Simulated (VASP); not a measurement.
# Hg (C2/m) in VASP: notebook

The runs below take Hg through single point, with PBEsol.

Program: VASP 6.6.1. These are calculated values, not measurements. Logs are shortened: lines on timing, memory, paths and dates and some standing lists are left out, and cuts for length are marked.

## Step 1: The cell of the first run

Symmetry: C2/m, No. 12, monoclinic system. Conventional cell: a = 3.243 Å, b = 5.492 Å, c = 2.940 Å, α = 90.00°, β = 115.30°, γ = 90.00°. Within 3.9 Å of Hg (site symmetry 2/m) lie 14 Hg at 2.94 to 3.84 Å.

## Step 2: Single point, PBEsol

The input, INCAR:

```
PREC = Accurate ; ENCUT = 520
EDIFF = 1E-7 ; ISMEAR = 0
SIGMA = 0.02 ; LREAL = False
LASPH = True ; NELM = 60
ALGO = Fast ; ISIF = 2
LWAVE = False ; LCHARG = False
GGA = PS ; NBANDS = 45
```

The input, KPOINTS:

```
Automatic mesh
0
Gamma
  6 4 6
```

The input, POSCAR:

```
Hg
1.0
    5.2237571558      0.0000000000      0.1386105097
    0.0000000000      5.4916984002      0.0000000000
   -2.2060769325      0.0000000000      4.8913578840
Hg
6
Direct
    0.0000000000      0.0000000000      0.0000000000
    0.0000000000      0.5000000000      0.5000000000
    0.3333016353      0.5000002335      0.1666874810
    0.6666983647      1.0000002335      0.3333125190
    0.6666983647      0.4999997665      0.8333125190
    0.3333016353     -0.0000002335      0.6666874810
```

Potentials or basis: VASP PAW PBE potentials, release 64 (Hg).

Launch:

```bash
cat potpaw_PBE.64/Hg/POTCAR > POTCAR
mpirun -np 1 vasp_std > vasp.out
```

OUTCAR:

```text
PREC = Accurate
   ENCUT = 520
   EDIFF = 1E-7
   ISMEAR = 0
   LREAL = False
   LASPH = True
   NELM = 60
   ISIF = 2
   GGA = PS

 ion  position               nearest neighbor table
   1  0.000  0.000  0.000-   4 2.94   6 2.94   5 3.19   3 3.19   3 3.19   5 3.19   4 3.24   6 3.24
                             6 3.32   4 3.32   2 3.84   2 3.84   2 3.84   2 3.84
   2  0.000  0.500  0.500-   3 2.94   5 2.94   4 3.19   6 3.19   4 3.19   6 3.19   5 3.24   3 3.24
                             3 3.32   5 3.32   1 3.84   1 3.84   1 3.84   1 3.84
   3  0.333  0.500  0.167-   2 2.94   5 2.94   1 3.19   1 3.19   4 3.19   4 3.19   5 3.24   2 3.24
                             5 3.32   2 3.32   6 3.84   6 3.84   6 3.84   6 3.84
   4  0.667  0.000  0.333-   1 2.94   6 2.94   2 3.19   2 3.19   3 3.19   3 3.19   6 3.24   1 3.24
                             6 3.32   1 3.32   5 3.84   5 3.84   5 3.84   5 3.84
   5  0.667  0.500  0.833-   2 2.94   3 2.94   1 3.19   1 3.19   6 3.19   6 3.19   3 3.24   2 3.24
                             3 3.32   2 3.32   4 3.84   4 3.84   4 3.84   4 3.84
   6  0.333  1.000  0.667-   1 2.94   4 2.94   2 3.19   2 3.19   5 3.19   5 3.19   4 3.24   1 3.24
                             4 3.32   1 3.32   3 3.84   3 3.84   3 3.84   3 3.84

  LATTYP: Found a simple monoclinic cell.
 ALAT       =     5.2255958221
 B/A-ratio  =     1.0509229162
 C/A-ratio  =     1.0268364768
 COS(beta)  =    -0.3868096884

  Lattice vectors:

 A1 = (   5.2237571558,   0.0000000000,   0.1386105097)
 A2 = (   0.0000000000,   5.4916984002,   0.0000000000)
 A3 = (  -2.2060769325,   0.0000000000,   4.8913578840)

Analysis of symmetry for initial positions (statically):
=====================================================================
 Subroutine PRICEL returns following result:

  LATTYP: Found a base centered monoclinic cell.
 ALAT       =     5.3658324034
 B/A-ratio  =     1.0234569378
 C/A-ratio  =     0.9738648972
 COS(beta)  =    -0.3868096884

  Lattice vectors:

 A1 = (  -1.1030384662,   2.7458492001,   2.4456789420)
 A2 = (  -1.1030384662,  -2.7458492001,   2.4456789420)
 A3 = (   5.2237571558,   0.0000000000,   0.1386105097)

   2 primitive cells build up your supercell.

 Routine SETGRP: Setting up the symmetry group for a
 simple monoclinic supercell.

 Subroutine GETGRP returns: Found  4 space group operations
 (whereof  4 operations were pure point group operations)
 out of a pool of  4 trial point group operations.

The static configuration has the point symmetry C_2h.

Analysis of symmetry for dynamics (positions and initial velocities):
=====================================================================
 Subroutine PRICEL returns following result:

  LATTYP: Found a base centered monoclinic cell.
 ALAT       =     5.3658324034
 B/A-ratio  =     1.0234569378
 C/A-ratio  =     0.9738648972
 COS(beta)  =    -0.3868096884

  Lattice vectors:

 A1 = (  -1.1030384662,   2.7458492001,   2.4456789420)
 A2 = (  -1.1030384662,  -2.7458492001,   2.4456789420)
 A3 = (   5.2237571558,   0.0000000000,   0.1386105097)

   2 primitive cells build up your supercell.

 Routine SETGRP: Setting up the symmetry group for a
 simple monoclinic supercell.

 Subroutine GETGRP returns: Found  4 space group operations
 (whereof  4 operations were pure point group operations)
 out of a pool of  4 trial point group operations.

The dynamic configuration has the point symmetry C_2h.

 Subroutine INISYM returns: Found  4 space group operations
 (whereof  4 operations are pure point group operations),
 and found     2 'primitive' translations

----------------------------------------------------------------------------------------

                                     Primitive cell

  volume of cell :      70.9996

  direct lattice vectors                    reciprocal lattice vectors
    -1.103038466  2.745849200  2.445678942    -0.005360646  0.182093030  0.202024474
    -1.103038466 -2.745849200  2.445678942    -0.005360646 -0.182093030  0.202024474
     5.223757156  0.000000000  0.138610510     0.189169208  0.000000000  0.085318195

  length of vectors
     3.838974756  3.838974756  5.225595822     0.272030322  0.272030322  0.207519116

  position of ions in fractional coordinates (direct lattice)
     0.000000000  0.000000000  0.000000000
     0.666687247  0.666687715  0.333301635
     0.333312753  0.333312285  0.666698365

  ion indices of the primitive-cell ions
   primitive index   ion index
                 1           1
                 2           6
                 3           4

----------------------------------------------------------------------------------------

 KPOINTS: Automatic mesh

Automatic generation of k-mesh.
 Grid dimensions read from file:
 generate k-points for:    6    4    6

 Generating k-lattice:

  Cartesian coordinates                     Fractional coordinates (reciprocal lattice)
     0.031528201  0.000000000  0.014219699     0.166666667  0.000000000  0.000000000
     0.000000000  0.045523257  0.000000000     0.000000000  0.250000000  0.000000000
    -0.000893441  0.000000000  0.033670746     0.000000000  0.000000000  0.166666667

  Length of vectors
     0.034586519  0.045523257  0.033682597

  Shift w.r.t. Gamma in fractional coordinates (k-lattice)
     0.000000000  0.000000000  0.000000000

 Subroutine IBZKPT returns following result:
 ===========================================

 Found     60 irreducible k-points:

 Following reciprocal coordinates:
            Coordinates               Weight
  0.000000  0.000000  0.000000      1.000000
  0.166667  0.000000  0.000000      2.000000
  0.333333  0.000000  0.000000      2.000000
  0.500000  0.000000  0.000000      1.000000
  0.000000  0.250000  0.000000      2.000000
  0.166667  0.250000  0.000000      4.000000
[... 16 lines left out ...]
 -0.333333  0.250000  0.166667      4.000000
 -0.166667  0.250000  0.166667      4.000000
 [... further k-points ...]
   k-points           NKPTS =     60   k-points in BZ     NKDIM =     60   number of bands    NBANDS=     45
   number of dos      NEDOS =    301   number of ions     NIONS =      6
   total plane-waves  NPLWV =  67200
   dimension x,y,z NGX =    40 NGY =   42 NGZ =   40
   dimension x,y,z NGXF=    80 NGYF=   84 NGZF=   80
   ions per type =               6
   NGX,Y,Z   is equivalent  to a cutoff of  12.73, 12.71, 12.39 a.u.
   NGXF,Y,Z  is equivalent  to a cutoff of  25.45, 25.43, 24.79 a.u.
 SYSTEM =  unknown system
   PREC   = accura    normal or accurate (medium, high low for compatibility)
   ISTART =      0    job   : 0-new  1-cont  2-samecut
   ICHARG =      2    charge: 1-file 2-atom 10-const
   ISPIN  =      1    spin polarized calculation?
   LNONCOLLINEAR =      F non collinear calculations
   LSORBIT =      F    spin-orbit coupling
   LASPH  =      T    aspherical Exc in radial PAW
   ENCUT  =  520.0 eV  38.22 Ry    6.18 a.u.   9.72 10.21  9.98*2*pi/ulx,y,z
   NELM   =     60;   NELMIN=  2; NELMDL= -5     # of ELM steps
   EDIFF  = 0.1E-06   stopping-criterion for ELM
   LREAL  =      F    real-space projection
   EDIFFG = 0.1E-05   stopping-criterion for IOM
   NSW    =      0    number of steps for IOM
   IBRION =     -1    ionic relax: 0-MD 1-quasi-New 2-CG
   NFREE  =      0    steps in history (QN), initial steepest desc. (CG)
   ISIF   =      2    stress and relaxation
   ISYM   =      2    0-nonsym 1-usesym 2-fastsym
   POTIM  = 0.5000    time-step for ionic-motion
   TEBEG  =    0.0;   TEEND  =   0.0 temperature during run
   PSTRESS=    0.0 pullay stress
   NELECT =      72.0000    total number of electrons
   NUPDOWN=      -1.0000    fix difference up-down
   EMIN   =  10.00;   EMAX   =-10.00  energy-range for DOS
   EFERMI =   0.00;   METHOD = LEGACY
   ISMEAR =     0;   SIGMA  =   0.02  broadening in eV -4-tet -1-fermi 0-gaus
   EFERMI_NEDOS =   21; number of points for ismear=-14 and -15
   IALGO  =     68    algorithm
   IMIX   =      4    mixing-type and parameters
     AMIX     =   0.40;   BMIX     =  1.00
     AMIX_MAG =   1.60;   BMIX_MAG =  1.00
  volume/ion in A,a.u.               =      23.67       159.71
  Fermi-wavevector in a.u.,A,eV,Ry     =   1.305441  2.466925 23.186710  1.704175
  Thomas-Fermi vector in A             =   2.436309
   LORBIT       =      0    0 simple, 1 ext, 2 COOP (PROOUT), +10 PAW based schemes
   GGA     = PS    functional components
   LHFCALC =     F    Hartree Fock is set to
   AEXX    =    0.0000 exact exchange contribution
   IVDW    =     0    specifies the selected vdW correction
   LEPSILON=     F    determine dielectric tensor
   LRPA    =     F    only Hartree local field effects (RPA)
 non-spin polarized calculation
 RMM-DIIS sequential band-by-band and
 Gauss-broadening in eV      SIGMA  =   0.02
  energy-cutoff  :      520.00
  volume of cell :      142.00
 maximum number of plane-waves:      3848
   NGX = 19   NGY = 21   NGZ = 19

 number of electron      71.9999996 magnetization

 Free energy of the ion-electron system (eV)
  ---------------------------------------------------
  ext. energy  EPLUGINS =         0.00000000
  ---------------------------------------------------
  free energy    TOTEN  =        -3.41324204 eV

  energy without entropy =       -3.41299237  energy(sigma->0) =       -3.41311720

 E-fermi :   2.5459     XC(G=0): -11.0252

 val. band max:        2.5363672758   @ k =  -0.3333   0.2500   0.1667
 cond. band min:       2.7179670169   @ k =   0.5000   0.5000   0.0000
 fundamental gap:      0.1815997411
 Fermi energy:         2.5459060013

 k-point     1 :       0.0000    0.0000    0.0000
  band No.  band energies     occupation
      1      -6.5883      2.00000
      2      -5.6223      2.00000
      3      -5.1090      2.00000
      4      -4.9125      2.00000
      5      -4.8136      2.00000
      6      -4.8128      2.00000
[... 37 lines left out ...]
     44       7.9261      0.00000
     45       7.9265      0.00000

 k-point     2 :       0.1667    0.0000    0.0000
  band No.  band energies     occupation
      1      -6.3734      2.00000
      2      -5.4956      2.00000
      3      -5.0798      2.00000
      4      -5.0512      2.00000
      5      -5.0037      2.00000
      6      -4.9522      2.00000
[... 1048 lines left out ...]
 k-point    24 :      -0.1667    0.2500    0.1667
  band No.  band energies     occupation
      1      -5.9943      2.00000
      2      -5.4003      2.00000
      3      -5.0279      2.00000
      4      -5.0279      2.00000
      5      -4.9324      2.00000
      6      -4.9064      2.00000
[... 37 lines left out ...]
     44       7.7185      0.00000
     45       9.5903      0.00000

 [... further k-points ...]

------------------------ aborting loop because EDIFF is reached ----------------------------------------

  FORCE on cell =-STRESS in cart. coord.  units (eV):
  Direction    XX          YY          ZZ          XY          YZ          ZX
  --------------------------------------------------------------------------------------
  -------------------------------------------------------------------------------------
  Total        0.4848415      0.2660038      0.3087544      0.0000000      0.0000000     -0.0946532
  in kB        5.4704708      3.0013235      3.4836785      0.0000000      0.0000000     -1.0679727
  external PRESSURE =       3.9851576 kB  Pullay stress =       0.0000000 kB

 VOLUME and BASIS-vectors are now :
 -----------------------------------------------------------------------------
  energy-cutoff  :      520.00
  volume of cell :      142.00
      direct lattice vectors                 reciprocal lattice vectors
     5.223757156  0.000000000  0.138610510     0.189169208  0.000000000  0.085318195
     0.000000000  5.491698400  0.000000000     0.000000000  0.182093030  0.000000000
    -2.206076932  0.000000000  4.891357884    -0.005360646  0.000000000  0.202024474

 POSITION                                       TOTAL-FORCE (eV/Angst)
 -----------------------------------------------------------------------------------
      0.00000      0.00000      0.00000        -0.000000      0.000000     -0.000000
     -1.10304      2.74585      2.44568        -0.000000     -0.000000     -0.000000
      1.37336      2.74585      0.86153         0.001413      0.000000     -0.000389
      2.74736      0.00000      1.72276        -0.001413      0.000000      0.000389
      1.64432      2.74585      4.16844        -0.001413      0.000000      0.000389
      0.27032      5.49170      3.30721         0.001413      0.000000     -0.000389
 -----------------------------------------------------------------------------------
    total drift:                               -0.000000     -0.000000      0.000000

  FREE ENERGIE OF THE ION-ELECTRON SYSTEM (eV)
  ---------------------------------------------------
  free  energy   TOTEN  =        -3.4132420361 eV

  energy  without entropy=       -3.4129923673  energy(sigma->0) =       -3.41311720
```

It took 3.9 min on 1 thread of Intel Xeon Platinum 8488C (Sapphire Rapids), shared host; peak memory 0.41 GiB.

What came out:

```
Free energy            : -3.4132 eV
Pressure               : 0.4 GPa
Band gap on the k mesh : zero (bands 36 and 37 overlap by 2.32 eV)
```

Stress tensor (GPa, compression positive):
```
 0.55  0.00 -0.11
 0.00  0.30  0.00
-0.11  0.00  0.35
```

Levels at points of the mesh, in eV from the Fermi level:
```tsv
k point	band 32	band 33	band 34	band 35	band 36	band 37	band 38	band 39	band 40	band 41
(0.00, 0.00, 0.00)	-2.27	-1.94	-1.50	-1.50	-0.90	-0.90	1.83	1.83	4.37	4.37
(0.50, 0.00, 0.00)	-5.36	-1.75	-1.59	-1.58	-1.58	1.10	1.10	2.45	2.68	2.72
(0.00, 0.50, 0.00)	-5.86	-0.50	-0.50	-0.50	-0.50	1.74	1.74	1.74	1.74	3.32
(0.50, 0.50, 0.00)	-4.63	-4.63	-4.63	-0.93	-0.93	0.17	0.17	4.84	4.84	4.84
(0.00, 0.00, 0.50)	-5.64	-1.48	-1.48	-1.45	-1.45	0.66	0.66	2.81	2.81	4.62
(0.50, 0.00, 0.50)	-5.59	-2.93	-2.93	-1.08	-1.08	1.16	1.16	1.82	1.82	4.53
(0.00, 0.50, 0.50)	-4.92	-4.92	-4.92	-0.64	-0.64	0.24	0.24	5.39	5.39	5.39
(0.50, 0.50, 0.50)	-4.62	-4.62	-4.62	-1.53	-1.53	-1.53	-1.53	6.90	6.90	6.90
```

Caveat: the PAW data sets were made with another functional, which shifts forces and pressure a little; spin-orbit coupling is left out, which moves the levels of the heavy elements.

## Step 3: Single point, PBEsol

The input, INCAR:

```
SYSTEM = Hg
  ALGO = Fast
  EDIFF = 1E-6
  ENCUT = 520
  GGA = PS
  ISIF = 2
  ISMEAR = 0
  LASPH = .True.
  LCHARG = .False.
  LREAL = .False.
  LWAVE = .False.
  NBANDS = 45
  NELM = 60
  PREC = Accurate
  SIGMA = 0.02
```

The input, KPOINTS:

```
k-points
0
Gamma
  6 4 6
  0 0 0
```

POSCAR is that of step 2.

Potentials or basis: VASP PAW PBE potentials, release 64 (Hg).

Launch:

```bash
cat potpaw_PBE.64/Hg/POTCAR > POTCAR
mpirun -np 1 vasp_std > vasp.out
```

Run time: 3.2 min. Hardware: 1 thread of Intel Xeon Platinum 8488C (Sapphire Rapids), shared host; peak memory 0.41 GiB.

Results (log left out):

```yaml
Free_energy: -3.4132 eV
Pressure: 0.4 GPa
Band_gap_on_the_k_mesh: zero (bands 36 and 37 overlap by 2.32 eV)
```

Stress tensor (GPa, compression positive):
```
 0.51  0.00 -0.11
 0.00  0.26  0.00
-0.11  0.00  0.31
```

Levels at points of the mesh, in eV from the Fermi level:
```
           k point  band 34  band 35  band 36  band 37  band 38  band 39
(0.00, 0.00, 0.00)    -1.50    -1.50    -0.90    -0.90     1.83     1.83
(0.50, 0.00, 0.00)    -1.59    -1.58    -1.58     1.10     1.10     2.45
(0.00, 0.50, 0.00)    -0.50    -0.50    -0.50     1.74     1.74     1.74
(0.50, 0.50, 0.00)    -4.63    -0.93    -0.93     0.17     0.17     4.84
(0.00, 0.00, 0.50)    -1.48    -1.45    -1.45     0.66     0.66     2.81
(0.50, 0.00, 0.50)    -2.93    -1.08    -1.08     1.16     1.16     1.82
(0.00, 0.50, 0.50)    -4.92    -0.64    -0.64     0.24     0.24     5.39
(0.50, 0.50, 0.50)    -4.62    -1.53    -1.53    -1.53    -1.53     6.90
```

Caveat: the PAW data sets were made with another functional, which shifts forces and pressure a little; spin-orbit coupling is left out, which moves the levels of the heavy elements.

The gap in the log of VASP goes by the Fermi energy; the results here count the filled bands.